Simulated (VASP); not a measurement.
Here is a VASP 6.6.1 calculation.

The input POSCAR:

```
ZnO
1.0
    1.5087948621      0.8711031198      2.4638444620
   -1.5087948621      0.8711031198      2.4638444620
    0.0000000000     -1.7422062396      2.4638444620
Zn O
1 1
Direct
    0.0000000000      0.0000000000      0.0000000000
    0.5000000000      0.5000000000      0.5000000000
```

The input INCAR.step1:

```
ALGO = Normal ; EDIFF = 1E-4
ENCUT = 520 ; GGA = PE
ISMEAR = 0 ; LASPH = True
LCHARG = False ; LREAL = False
LWAVE = True ; NBANDS = 16
NELM = 100 ; PREC = Accurate
SIGMA = 0.02
```

INCAR.step2

```
ALGO = Normal ; EDIFF = 1E-6
ENCUT = 520 ; ISIF = 2
ISMEAR = 0 ; ISTART = 1
LASPH = True ; LCHARG = True
LELF = True ; LMIXTAU = True
LREAL = False ; LVHAR = True
LWAVE = False ; METAGGA = R2SCAN
NBANDS = 16 ; NELM = 100
PREC = Accurate ; SIGMA = 0.02
```

The input KPOINTS:

```
k-points
0
Gamma
  12 12 12
```

Potentials or basis: VASP PAW PBE potentials, release 64 (Zn, O).

Run with:

```console
$ cat potpaw_PBE.64/Zn/POTCAR potpaw_PBE.64/O/POTCAR > POTCAR
$ cp INCAR.step1 INCAR
$ mpirun -np 1 vasp_std > vasp.out
$ cp INCAR.step2 INCAR
$ mpirun -np 1 vasp_std > vasp.out
```

Estimate the pressure.

1.5 GPa.

Predict the band gap on the k mesh.

1.55 eV, indirect (least direct gap 2.98 eV).

Caveat: the PAW data sets were made with another functional, which shifts forces and pressure a little. A k mesh can miss the band edges.
